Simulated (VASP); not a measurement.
# WC in VASP: single point with PBE

Aim: the single point of WC with PBE.

All numbers are computed with VASP 6.6.1; they aren't measurements. Logs are shortened: lines on timing, memory, paths and dates and some standing lists are left out, and cuts for length are marked.

### Step 1. The cell of the first run

The cell holds a slab with vacuum, 8 atoms: a = 2.847 Å, b = 2.922 Å, c = 31.278 Å, α = 90.00°, β = 90.00°, γ = 90.00°.

### Step 2. Single point, PBE

INCAR

```
  ALGO = Normal
  DIPOL = 0.5 0.5 0.500
  EDIFF = 1E-6
  ENCUT = 520
  GGA = PE
  IDIPOL = 3
  ISIF = 2
  ISMEAR = 0
  LASPH = T
  LCHARG = F
  LDIPOL = T
  LREAL = F
  LWAVE = F
  NBANDS = 46
  NELM = 80
  PREC = Accurate
  SIGMA = 0.1
```

KPOINTS

```
k-points
0
Gamma
  12 12 1
```

POSCAR

```
WC
1.0
    2.8470769657      0.0000000000      0.0000000000
    0.0000000000      2.9217712149      0.0000000000
    0.0000000000      0.0000000000     31.2778696859
W C
4 4
Direct
    0.0000000000      0.5000000000      0.3516863556
    0.0000000000      0.0000000000      0.4325847071
    0.0000000000      0.5000000000      0.5134830586
    0.0000000000      0.0000000000      0.5943814101
    0.5000000000      0.5000000000      0.4056185899
    0.5000000000      0.0000000000      0.4865169414
    0.5000000000      0.5000000000      0.5674152929
    0.5000000000      0.0000000000      0.6483136444
```

Potentials or basis: VASP PAW PBE potentials, release 64 (W_sv, C).

On the command line:

```sh
$ cat potpaw_PBE.64/W_sv/POTCAR potpaw_PBE.64/C/POTCAR > POTCAR
$ mpirun -np 1 vasp_std > vasp.out
```

OUTCAR:

```text
EDIFF = 1E-6
   ENCUT = 520
   GGA = PE
   ISIF = 2
   ISMEAR = 0
   LASPH = T
   LREAL = F
   NELM = 80
   PREC = Accurate

 ion  position               nearest neighbor table
   1  0.000  0.500  0.352-   5 2.21   5 2.21   2 2.92   2 2.92
   2  0.000  0.000  0.433-   6 2.21   6 2.21   5 2.21   5 2.21   5 2.21   5 2.21   1 2.92   1 2.92
                             3 2.92   3 2.92
   3  0.000  0.500  0.513-   7 2.21   7 2.21   6 2.21   6 2.21   6 2.21   6 2.21   4 2.92   4 2.92
                             2 2.92   2 2.92
   4  0.000  0.000  0.594-   8 2.21   8 2.21   7 2.21   7 2.21   7 2.21   7 2.21   3 2.92   3 2.92

   5  0.500  0.500  0.406-   1 2.21   1 2.21   2 2.21   2 2.21   2 2.21   2 2.21
   6  0.500  0.000  0.487-   2 2.21   2 2.21   3 2.21   3 2.21   3 2.21   3 2.21
   7  0.500  0.500  0.567-   3 2.21   3 2.21   4 2.21   4 2.21   4 2.21   4 2.21
   8  0.500  0.000  0.648-   4 2.21   4 2.21

  LATTYP: Found a simple orthorhombic cell.
 ALAT       =     2.8470769657
 B/A-ratio  =     1.0262354162
 C/A-ratio  =    10.9859586034

  Lattice vectors:

 A1 = (   2.8470769657,   0.0000000000,   0.0000000000)
 A2 = (   0.0000000000,   2.9217712149,   0.0000000000)
 A3 = (   0.0000000000,   0.0000000000,  31.2778696859)

Analysis of symmetry for initial positions (statically):
=====================================================================
 Subroutine PRICEL returns:
 Original cell was already a primitive cell.

 Routine SETGRP: Setting up the symmetry group for a
 simple orthorhombic supercell.

 Subroutine GETGRP returns: Found  4 space group operations
 (whereof  4 operations were pure point group operations)
 out of a pool of  8 trial point group operations.

The static configuration has the point symmetry C_2v.

Analysis of symmetry for dynamics (positions and initial velocities):
=====================================================================
 Subroutine PRICEL returns:
 Original cell was already a primitive cell.

 Routine SETGRP: Setting up the symmetry group for a
 simple orthorhombic supercell.

 Subroutine GETGRP returns: Found  4 space group operations
 (whereof  4 operations were pure point group operations)
 out of a pool of  8 trial point group operations.

The dynamic configuration has the point symmetry C_2v.

 Subroutine INISYM returns: Found  4 space group operations
 (whereof  4 operations are pure point group operations),
 and found     1 'primitive' translations

----------------------------------------------------------------------------------------

                                     Primitive cell

  volume of cell :     260.1852

  direct lattice vectors                    reciprocal lattice vectors
     2.847076966  0.000000000  0.000000000     0.351237431  0.000000000  0.000000000
     0.000000000  2.921771215  0.000000000     0.000000000  0.342258146  0.000000000
     0.000000000  0.000000000 31.277869686     0.000000000  0.000000000  0.031971487

  length of vectors
     2.847076966  2.921771215 31.277869686     0.351237431  0.342258146  0.031971487

  position of ions in fractional coordinates (direct lattice)
     0.000000000  0.500000000  0.351686356
     0.000000000  0.000000000  0.432584707
     0.000000000  0.500000000  0.513483059
     0.000000000  0.000000000  0.594381410
     0.500000000  0.500000000  0.405618590
     0.500000000  0.000000000  0.486516941
     0.500000000  0.500000000  0.567415293
     0.500000000  0.000000000  0.648313644

  ion indices of the primitive-cell ions
   primitive index   ion index
                 1           1
                 2           2
                 3           3
                 4           4
                 5           5
                 6           6
                 7           7
                 8           8

----------------------------------------------------------------------------------------

 KPOINTS: k-points

Automatic generation of k-mesh.
 Grid dimensions read from file:
 generate k-points for:   12   12    1

 Generating k-lattice:

  Cartesian coordinates                     Fractional coordinates (reciprocal lattice)
     0.029269786  0.000000000  0.000000000     0.083333333  0.000000000  0.000000000
     0.000000000  0.028521512  0.000000000     0.000000000  0.083333333  0.000000000
     0.000000000  0.000000000  0.031971487     0.000000000  0.000000000  1.000000000

  Length of vectors
     0.029269786  0.028521512  0.031971487

  Shift w.r.t. Gamma in fractional coordinates (k-lattice)
     0.000000000  0.000000000  0.000000000

 Subroutine IBZKPT returns following result:
 ===========================================

 Found     49 irreducible k-points:

 Following reciprocal coordinates:
            Coordinates               Weight
  0.000000  0.000000  0.000000      1.000000
  0.083333  0.000000  0.000000      2.000000
  0.166667  0.000000  0.000000      2.000000
  0.250000  0.000000  0.000000      2.000000
  0.333333  0.000000  0.000000      2.000000
  0.416667  0.000000  0.000000      2.000000
[... 16 lines left out ...]
  0.083333  0.250000  0.000000      4.000000
  0.166667  0.250000  0.000000      4.000000
 [... further k-points ...]
   k-points           NKPTS =     49   k-points in BZ     NKDIM =     49   number of bands    NBANDS=     46
   number of dos      NEDOS =    301   number of ions     NIONS =      8
   total plane-waves  NPLWV = 138240
   dimension x,y,z NGX =    24 NGY =   24 NGZ =  240
   dimension x,y,z NGXF=    48 NGYF=   48 NGZF=  480
   ions per type =               4   4
   NGX,Y,Z   is equivalent  to a cutoff of  14.01, 13.66, 12.76 a.u.
   NGXF,Y,Z  is equivalent  to a cutoff of  28.03, 27.31, 25.51 a.u.
 SYSTEM =  unknown system
   PREC   = accura    normal or accurate (medium, high low for compatibility)
   ISTART =      0    job   : 0-new  1-cont  2-samecut
   ICHARG =      2    charge: 1-file 2-atom 10-const
   ISPIN  =      1    spin polarized calculation?
   LNONCOLLINEAR =      F non collinear calculations
   LSORBIT =      F    spin-orbit coupling
   LASPH  =      T    aspherical Exc in radial PAW
   ENCUT  =  520.0 eV  38.22 Ry    6.18 a.u.   5.29  5.43 58.16*2*pi/ulx,y,z
   NELM   =     80;   NELMIN=  2; NELMDL= -5     # of ELM steps
   EDIFF  = 0.1E-05   stopping-criterion for ELM
   LREAL  =      F    real-space projection
   EDIFFG = 0.1E-04   stopping-criterion for IOM
   NSW    =      0    number of steps for IOM
   IBRION =     -1    ionic relax: 0-MD 1-quasi-New 2-CG
   NFREE  =      0    steps in history (QN), initial steepest desc. (CG)
   ISIF   =      2    stress and relaxation
   ISYM   =      2    0-nonsym 1-usesym 2-fastsym
   POTIM  = 0.5000    time-step for ionic-motion
   TEBEG  =    0.0;   TEEND  =   0.0 temperature during run
   PSTRESS=    0.0 pullay stress
   NELECT =      72.0000    total number of electrons
   NUPDOWN=      -1.0000    fix difference up-down
   EMIN   =  10.00;   EMAX   =-10.00  energy-range for DOS
   EFERMI =   0.00;   METHOD = LEGACY
   ISMEAR =     0;   SIGMA  =   0.10  broadening in eV -4-tet -1-fermi 0-gaus
   EFERMI_NEDOS =   21; number of points for ismear=-14 and -15
   IALGO  =     38    algorithm
   IMIX   =      4    mixing-type and parameters
     AMIX     =   0.40;   BMIX     =  1.00
     AMIX_MAG =   1.60;   BMIX_MAG =  1.00
  volume/ion in A,a.u.               =      32.52       219.48
  Fermi-wavevector in a.u.,A,eV,Ry     =   1.066821  2.015999 15.484880  1.138107
  Thomas-Fermi vector in A             =   2.202417
   LORBIT       =      0    0 simple, 1 ext, 2 COOP (PROOUT), +10 PAW based schemes
   GGA     = PE    functional components
   LHFCALC =     F    Hartree Fock is set to
   AEXX    =    0.0000 exact exchange contribution
   IVDW    =     0    specifies the selected vdW correction
   LEPSILON=     F    determine dielectric tensor
   LRPA    =     F    only Hartree local field effects (RPA)
 non-spin polarized calculation
 Gauss-broadening in eV      SIGMA  =   0.10
  energy-cutoff  :      520.00
  volume of cell :      260.19
 maximum number of plane-waves:      7067
 NGX is ok and might be reduce to    24
   NGX = 11   NGY = 11   NGZ =117

 dipolmoment           0.000000      0.000000     -0.001565 electrons x Angstroem

 number of electron      71.9999998 magnetization

 dipolmoment           0.000000      0.000000      0.096353 electrons x Angstroem

 Free energy of the ion-electron system (eV)
  ---------------------------------------------------
  ext. energy  EPLUGINS =         0.00000000
  ---------------------------------------------------
  free energy    TOTEN  =       -82.05606434 eV

  energy without entropy =      -82.02980988  energy(sigma->0) =      -82.04293711

 E-fermi :  -0.2833     XC(G=0):  -5.2771

 val. band max:       -0.2837115186   @ k =   0.0000   0.2500   0.0000
 cond. band min:      -0.2782582312   @ k =   0.2500   0.0833   0.0000
 fundamental gap:      0.0054532874
 Fermi energy:        -0.2833306489

 k-point     1 :       0.0000    0.0000    0.0000
  band No.  band energies     occupation
      1     -74.5468      2.00000
      2     -74.4504      2.00000
      3     -74.3069      2.00000
      4     -74.2515      2.00000
      5     -39.0468      2.00000
      6     -38.7953      2.00000
[... 38 lines left out ...]
     45       3.6596      0.00000
     46       3.8235      0.00000

 k-point     2 :       0.0833    0.0000    0.0000
  band No.  band energies     occupation
      1     -74.5444      2.00000
      2     -74.4478      2.00000
      3     -74.3044      2.00000
      4     -74.2490      2.00000
      5     -39.0405      2.00000
      6     -38.7895      2.00000
[... 38 lines left out ...]
     45       3.5638      0.00000
     46       3.8288      0.00000

 k-point     3 :       0.1667    0.0000    0.0000
  band No.  band energies     occupation
      1     -74.5379      2.00000
      2     -74.4409      2.00000
      3     -74.2974      2.00000
      4     -74.2420      2.00000
      5     -39.0233      2.00000
      6     -38.7737      2.00000
[... 38 lines left out ...]
     45       3.5277      0.00000
     46       3.5923      0.00000

 k-point     4 :       0.2500    0.0000    0.0000
  band No.  band energies     occupation
      1     -74.5289      2.00000
      2     -74.4314      2.00000
      3     -74.2878      2.00000
      4     -74.2325      2.00000
      5     -38.9997      2.00000
      6     -38.7909      2.00000
[... 920 lines left out ...]
     45       2.8830      0.00000
     46       3.4941      0.00000

 k-point    23 :       0.0833    0.2500    0.0000
  band No.  band energies     occupation
      1     -74.5311      2.00000
      2     -74.4346      2.00000
      3     -74.2897      2.00000
      4     -74.2370      2.00000
      5     -38.9778      2.00000
      6     -38.8513      2.00000
[... 38 lines left out ...]
     45       3.3058      0.00000
     46       3.6293      0.00000

 k-point    24 :       0.1667    0.2500    0.0000
  band No.  band energies     occupation
      1     -74.5246      2.00000
      2     -74.4277      2.00000
      3     -74.2828      2.00000
      4     -74.2301      2.00000
      5     -38.9617      2.00000
      6     -38.8343      2.00000
[... 38 lines left out ...]
     45       3.6147      0.00000
     46       3.9027      0.00000

 [... further k-points ...]

------------------------ aborting loop because EDIFF is reached ----------------------------------------

 vacuum level on the upper side and lower side of the slab       (xc-potential included)         0.820        -1.226

  FORCE on cell =-STRESS in cart. coord.  units (eV):
  Direction    XX          YY          ZZ          XY          YZ          ZX
  --------------------------------------------------------------------------------------
  -------------------------------------------------------------------------------------
  Total       -5.9016817     -5.8540539     -4.5082301      0.0000000      0.0000000      0.0000000
  in kB      -36.3415785    -36.0482943    -27.7609345      0.0000000      0.0000000      0.0000000
  external PRESSURE =     -33.3836024 kB  Pullay stress =       0.0000000 kB

 VOLUME and BASIS-vectors are now :
 -----------------------------------------------------------------------------
  energy-cutoff  :      520.00
  volume of cell :      260.19
      direct lattice vectors                 reciprocal lattice vectors
     2.847076966  0.000000000  0.000000000     0.351237431  0.000000000  0.000000000
     0.000000000  2.921771215  0.000000000     0.000000000  0.342258146  0.000000000
     0.000000000  0.000000000 31.277869686     0.000000000  0.000000000  0.031971487

 POSITION                                       TOTAL-FORCE (eV/Angst)
 -----------------------------------------------------------------------------------
      0.00000      1.46089     11.00000         0.000000      0.000000      0.948791
      0.00000      0.00000     13.53033         0.000000      0.000000      0.172459
      0.00000      1.46089     16.06066         0.000000      0.000000     -0.405329
      0.00000      0.00000     18.59098         0.000000      0.000000      2.722537
      1.42354      1.46089     12.68689         0.000000      0.000000     -0.957416
      1.42354      0.00000     15.21721         0.000000      0.000000     -0.155827
      1.42354      1.46089     17.74754         0.000000      0.000000     -0.132585
      1.42354      0.00000     20.27787         0.000000      0.000000     -2.192630
 -----------------------------------------------------------------------------------
    total drift:                               -0.000000      0.000000      0.000107

  FREE ENERGIE OF THE ION-ELECTRON SYSTEM (eV)
  ---------------------------------------------------
  free  energy   TOTEN  =       -82.0560643424 eV

  energy  without entropy=      -82.0298098823  energy(sigma->0) =      -82.04293711

 vacuum level on the upper side and lower side of the slab         6.396         4.319
```

Wall time 26 min (1 thread of Intel Xeon Platinum 8259CL at 2.50GHz (Skylake/Cascade Lake), shared host); peak memory 0.66 GiB.

Results:

```yaml
Free_energy: -82.0561 eV
Largest_force: 2.723 eV/Å
Band_gap_on_the_k_mesh: zero (bands 36 and 37 overlap by 0.53 eV)
```

Forces on the atoms (eV/Å):
```
W    0.000  0.000  0.949
W    0.000  0.000  0.172
W    0.000  0.000 -0.405
W    0.000  0.000  2.723
C    0.000  0.000 -0.957
C    0.000  0.000 -0.156
C    0.000  0.000 -0.133
C    0.000  0.000 -2.193
```

Caveat: spin-orbit coupling is left out, which moves the levels of the heavy elements.
